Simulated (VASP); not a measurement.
# Ti (Fm-3m) in VASP: further runs

Ti is run at these levels: LDA; tasks: single point, relaxation of volume and atoms at fixed shape.

Everything below comes from runs of VASP 6.6.1. Logs are shortened: lines on timing, memory, paths and dates and some standing lists are left out, and cuts for length are marked.

**1. The cell of the first run**

Symmetry: Fm-3m, No. 225, cubic system. The conventional cell has a = 3.998 Å, b = 3.998 Å, c = 3.998 Å, α = 90.00°, β = 90.00°, γ = 90.00°. Ti (site symmetry m-3m) has 12 Ti at 2.83 Å within 3.7 Å.

**2. Single point, LDA**

The input, INCAR:

```
SYSTEM = Ti
PREC     = Accurate       ! precision mode
ENCUT    = 520            ! plane-wave cutoff, eV
EDIFF    = 1E-6           ! SCF threshold, eV
ISMEAR   = 1              ! smearing method
SIGMA    = 0.1            ! smearing width, eV
LREAL    = .FALSE.        ! projectors in reciprocal space
LASPH    = .TRUE.         ! aspherical terms in the spheres
NELM     = 80             ! most SCF steps
ALGO     = Normal         ! electronic algorithm
ISIF     = 2              ! what is computed and relaxed
LWAVE    = .FALSE.        ! write WAVECAR
LCHARG   = .FALSE.        ! write CHGCAR
GGA      = CA             ! functional
NBANDS   = 32             ! bands
```

The input, KPOINTS:

```
regular mesh
0
G
  6 6 6
  0 0 0
```

The input, POSCAR:

```
Ti
1.0
    3.9975388189      0.0000000000      0.0000000000
    0.0000000000      3.9975388189      0.0000000000
    0.0000000000      0.0000000000      3.9975388189
Ti
4
Direct
    0.0000000000      0.0000000000      0.0000000000
    0.0000000000      0.5000000000      0.5000000000
    0.5000000000      0.0000000000      0.5000000000
    0.5000000000      0.5000000000      0.0000000000
```

Potentials or basis: VASP PAW LDA potentials, release 64 (Ti_sv).

The run is started by

```
cat potpaw_LDA.64/Ti_sv/POTCAR > POTCAR
mpirun -np 1 vasp_std > vasp.out
```

OUTCAR:

```text
SYSTEM = Ti
   PREC = Accurate
   ENCUT = 520
   EDIFF = 1E-6
   ISMEAR = 1
   LREAL = .FALSE.
   LASPH = .TRUE.
   NELM = 80
   ISIF = 2
   GGA = CA

 ion  position               nearest neighbor table
   1  0.000  0.000  0.000-   2 2.83   3 2.83   4 2.83   2 2.83   3 2.83   2 2.83   4 2.83   2 2.83
                             3 2.83   4 2.83   3 2.83   4 2.83
   2  0.000  0.500  0.500-   1 2.83   3 2.83   4 2.83   1 2.83   4 2.83   1 2.83   3 2.83   1 2.83
                             3 2.83   4 2.83   4 2.83   3 2.83
   3  0.500  0.000  0.500-   1 2.83   2 2.83   4 2.83   1 2.83   4 2.83   2 2.83   4 2.83   4 2.83
                             1 2.83   2 2.83   1 2.83   2 2.83
   4  0.500  0.500  0.000-   1 2.83   2 2.83   3 2.83   2 2.83   3 2.83   1 2.83   3 2.83   3 2.83
                             1 2.83   2 2.83   2 2.83   1 2.83

  LATTYP: Found a simple cubic cell.
 ALAT       =     3.9975388189

  Lattice vectors:

 A1 = (   3.9975388189,   0.0000000000,   0.0000000000)
 A2 = (   0.0000000000,   3.9975388189,   0.0000000000)
 A3 = (   0.0000000000,   0.0000000000,   3.9975388189)

Analysis of symmetry for initial positions (statically):
=====================================================================
 Subroutine PRICEL returns following result:

  LATTYP: Found a face centered cubic cell.
 ALAT       =     3.9975388189

  Lattice vectors:

 A1 = (   1.9987694094,  -1.9987694094,   0.0000000000)
 A2 = (   1.9987694094,   0.0000000000,   1.9987694094)
 A3 = (   0.0000000000,  -1.9987694094,   1.9987694094)

   4 primitive cells build up your supercell.

 Routine SETGRP: Setting up the symmetry group for a
 simple cubic supercell.

 Subroutine GETGRP returns: Found 48 space group operations
 (whereof 48 operations were pure point group operations)
 out of a pool of 48 trial point group operations.

The static configuration has the point symmetry O_h .

Analysis of symmetry for dynamics (positions and initial velocities):
=====================================================================
 Subroutine PRICEL returns following result:

  LATTYP: Found a face centered cubic cell.
 ALAT       =     3.9975388189

  Lattice vectors:

 A1 = (   1.9987694094,  -1.9987694094,   0.0000000000)
 A2 = (   1.9987694094,   0.0000000000,   1.9987694094)
 A3 = (   0.0000000000,  -1.9987694094,   1.9987694094)

   4 primitive cells build up your supercell.

 Routine SETGRP: Setting up the symmetry group for a
 simple cubic supercell.

 Subroutine GETGRP returns: Found 48 space group operations
 (whereof 48 operations were pure point group operations)
 out of a pool of 48 trial point group operations.

The dynamic configuration has the point symmetry O_h .

 Subroutine INISYM returns: Found 48 space group operations
 (whereof 48 operations are pure point group operations),
 and found     4 'primitive' translations

----------------------------------------------------------------------------------------

                                     Primitive cell

  volume of cell :      15.9705

  direct lattice vectors                    reciprocal lattice vectors
     1.998769409 -1.998769409  0.000000000     0.250153919 -0.250153919 -0.250153919
     1.998769409  0.000000000  1.998769409     0.250153919  0.250153919  0.250153919
     0.000000000 -1.998769409  1.998769409    -0.250153919 -0.250153919  0.250153919

  length of vectors
     2.826686807  2.826686807  2.826686807     0.433279297  0.433279297  0.433279297

  position of ions in fractional coordinates (direct lattice)
     0.000000000  0.000000000  0.000000000

  ion indices of the primitive-cell ions
   primitive index   ion index
                 1           1

----------------------------------------------------------------------------------------

 KPOINTS: regular mesh

Automatic generation of k-mesh.
 Grid dimensions read from file:
 generate k-points for:    6    6    6

 Generating k-lattice:

  Cartesian coordinates                     Fractional coordinates (reciprocal lattice)
     0.041692320  0.000000000  0.000000000     0.166666667  0.000000000  0.000000000
     0.000000000  0.041692320  0.000000000     0.000000000  0.166666667  0.000000000
     0.000000000  0.000000000  0.041692320     0.000000000  0.000000000  0.166666667

  Length of vectors
     0.041692320  0.041692320  0.041692320

  Shift w.r.t. Gamma in fractional coordinates (k-lattice)
     0.000000000  0.000000000  0.000000000

 Subroutine IBZKPT returns following result:
 ===========================================

 Found     20 irreducible k-points:

 Following reciprocal coordinates:
            Coordinates               Weight
  0.000000  0.000000  0.000000      1.000000
  0.166667  0.000000  0.000000      6.000000
  0.333333  0.000000  0.000000      6.000000
  0.500000  0.000000  0.000000      3.000000
  0.166667  0.166667  0.000000     12.000000
  0.333333  0.166667  0.000000     24.000000
[... 12 lines left out ...]
  0.500000  0.500000  0.333333      6.000000
  0.500000  0.500000  0.500000      1.000000
   k-points           NKPTS =     20   k-points in BZ     NKDIM =     20   number of bands    NBANDS=     32
   number of dos      NEDOS =    301   number of ions     NIONS =      4
   total plane-waves  NPLWV =  27000
   dimension x,y,z NGX =    30 NGY =   30 NGZ =   30
   dimension x,y,z NGXF=    60 NGYF=   60 NGZF=   60
   ions per type =               4
   NGX,Y,Z   is equivalent  to a cutoff of  12.48, 12.48, 12.48 a.u.
   NGXF,Y,Z  is equivalent  to a cutoff of  24.95, 24.95, 24.95 a.u.
 SYSTEM =  Ti
   PREC   = accura    normal or accurate (medium, high low for compatibility)
   ISTART =      0    job   : 0-new  1-cont  2-samecut
   ICHARG =      2    charge: 1-file 2-atom 10-const
   ISPIN  =      1    spin polarized calculation?
   LNONCOLLINEAR =      F non collinear calculations
   LSORBIT =      F    spin-orbit coupling
   LASPH  =      T    aspherical Exc in radial PAW
   ENCUT  =  520.0 eV  38.22 Ry    6.18 a.u.   7.43  7.43  7.43*2*pi/ulx,y,z
   NELM   =     80;   NELMIN=  2; NELMDL= -5     # of ELM steps
   EDIFF  = 0.1E-05   stopping-criterion for ELM
   LREAL  =      F    real-space projection
   EDIFFG = 0.1E-04   stopping-criterion for IOM
   NSW    =      0    number of steps for IOM
   IBRION =     -1    ionic relax: 0-MD 1-quasi-New 2-CG
   NFREE  =      0    steps in history (QN), initial steepest desc. (CG)
   ISIF   =      2    stress and relaxation
   ISYM   =      2    0-nonsym 1-usesym 2-fastsym
   POTIM  = 0.5000    time-step for ionic-motion
   TEBEG  =    0.0;   TEEND  =   0.0 temperature during run
   PSTRESS=    0.0 pullay stress
   NELECT =      48.0000    total number of electrons
   NUPDOWN=      -1.0000    fix difference up-down
   EMIN   =  10.00;   EMAX   =-10.00  energy-range for DOS
   EFERMI =   0.00;   METHOD = LEGACY
   ISMEAR =     1;   SIGMA  =   0.10  broadening in eV -4-tet -1-fermi 0-gaus
   EFERMI_NEDOS =   21; number of points for ismear=-14 and -15
   IALGO  =     38    algorithm
   IMIX   =      4    mixing-type and parameters
     AMIX     =   0.40;   BMIX     =  1.00
     AMIX_MAG =   1.60;   BMIX_MAG =  1.00
  volume/ion in A,a.u.               =      15.97       107.77
  Fermi-wavevector in a.u.,A,eV,Ry     =   1.488319  2.812514 30.138157  2.215092
  Thomas-Fermi vector in A             =   2.601368
   LORBIT       =      0    0 simple, 1 ext, 2 COOP (PROOUT), +10 PAW based schemes
   GGA     = CA    functional components
   LHFCALC =     F    Hartree Fock is set to
   AEXX    =    0.0000 exact exchange contribution
   IVDW    =     0    specifies the selected vdW correction
   LEPSILON=     F    determine dielectric tensor
   LRPA    =     F    only Hartree local field effects (RPA)
 non-spin polarized calculation
 Methfessel and Paxton  Order N= 1 SIGMA  =   0.10
  energy-cutoff  :      520.00
  volume of cell :       63.88
 maximum number of plane-waves:      1743
 NGX is ok and might be reduce to    30
   NGX = 15   NGY = 15   NGZ = 15

 number of electron      47.9999989 magnetization

 Free energy of the ion-electron system (eV)
  ---------------------------------------------------
  ext. energy  EPLUGINS =         0.00000000
  ---------------------------------------------------
  free energy    TOTEN  =       -34.01062113 eV

  energy without entropy =      -34.00659074  energy(sigma->0) =      -34.00927767

 E-fermi :   8.9238     XC(G=0): -12.1897

 val. band max:        8.9103632981   @ k =   0.3333   0.1667   0.0000
 cond. band min:       8.9352163362   @ k =   0.3333   0.0000   0.0000
 fundamental gap:      0.0248530380
 Fermi energy:         8.9238028534

 k-point     1 :       0.0000    0.0000    0.0000
  band No.  band energies     occupation
      1     -46.9697      2.00000
      2     -46.7297      2.00000
      3     -46.7297      2.00000
      4     -46.7297      2.00000
      5     -23.9248      2.00000
      6     -23.9248      2.00000
[... 24 lines left out ...]
     31      12.2360      0.00000
     32      12.8195      0.00000

 k-point     2 :       0.1667    0.0000    0.0000
  band No.  band energies     occupation
      1     -46.9538      2.00000
      2     -46.7460      2.00000
      3     -46.7296      2.00000
      4     -46.7296      2.00000
      5     -23.8906      2.00000
      6     -23.8906      2.00000
[... 24 lines left out ...]
     31      11.6862      0.00000
     32      12.4767      0.00000
[... 593 lines left out ...]
     31       9.8209     -0.00000
     32       9.8209     -0.00000

 k-point    20 :       0.5000    0.5000    0.5000
  band No.  band energies     occupation
      1     -46.7883      2.00000
      2     -46.7883      2.00000
      3     -46.7883      2.00000
      4     -46.7883      2.00000
      5     -23.9889      2.00000
      6     -23.9889      2.00000
[... 24 lines left out ...]
     31       9.8773     -0.00000
     32       9.8773     -0.00000

------------------------ aborting loop because EDIFF is reached ----------------------------------------

  FORCE on cell =-STRESS in cart. coord.  units (eV):
  Direction    XX          YY          ZZ          XY          YZ          ZX
  --------------------------------------------------------------------------------------
  -------------------------------------------------------------------------------------
  Total       -0.1143367     -0.1143367     -0.1143367     -0.0000000     -0.0000000      0.0000000
  in kB       -2.8675982     -2.8675982     -2.8675982     -0.0000000     -0.0000000      0.0000000
  external PRESSURE =      -2.8675982 kB  Pullay stress =       0.0000000 kB

 VOLUME and BASIS-vectors are now :
 -----------------------------------------------------------------------------
  energy-cutoff  :      520.00
  volume of cell :       63.88
      direct lattice vectors                 reciprocal lattice vectors
     3.997538819  0.000000000  0.000000000     0.250153919  0.000000000  0.000000000
     0.000000000  3.997538819  0.000000000     0.000000000  0.250153919  0.000000000
     0.000000000  0.000000000  3.997538819     0.000000000  0.000000000  0.250153919

 POSITION                                       TOTAL-FORCE (eV/Angst)
 -----------------------------------------------------------------------------------
      0.00000      0.00000      0.00000         0.000000     -0.000000     -0.000000
      0.00000      1.99877      1.99877         0.000000     -0.000000      0.000000
      1.99877      0.00000      1.99877         0.000000      0.000000      0.000000
      1.99877      1.99877      0.00000        -0.000000      0.000000      0.000000
 -----------------------------------------------------------------------------------
    total drift:                                0.000000      0.000000     -0.000000

  FREE ENERGIE OF THE ION-ELECTRON SYSTEM (eV)
  ---------------------------------------------------
  free  energy   TOTEN  =       -34.0106211325 eV

  energy  without entropy=      -34.0065907434  energy(sigma->0) =      -34.00927767
```

Run time: 17 s. Hardware: 1 thread of Intel Xeon 6975P-C (Granite Rapids), shared host; peak memory 0.15 GiB.

Results:

| Property | Result |
| --- | --- |
| Free energy | -34.0106 eV |
| Pressure | -0.3 GPa |
| Band gap on the k mesh | zero (band 24 reaches 9.81 eV, above the bottom of band 25 at 8.51 eV) |

Levels at points of the mesh, in eV from the Fermi level:
```
           k point  band 20  band 21  band 22  band 23  band 24  band 25  band 26  band 27  band 28  band 29
(0.00, 0.00, 0.00)    -2.90    -1.98    -1.98    -1.98     0.88     0.88     0.88     2.69     2.69     3.31
(0.50, 0.00, 0.00)    -1.74    -0.73    -0.73    -0.42    -0.42    -0.42    -0.42     1.22     1.22     2.18
(0.50, 0.50, 0.00)    -2.07    -0.39    -0.39    -0.39    -0.39    -0.11    -0.11    -0.11    -0.11     1.77
(0.50, 0.50, 0.50)    -2.79     0.73     0.73     0.73     0.73     0.73     0.73     0.73     0.73     0.95
```

(Part 1 of 2 ends here.)
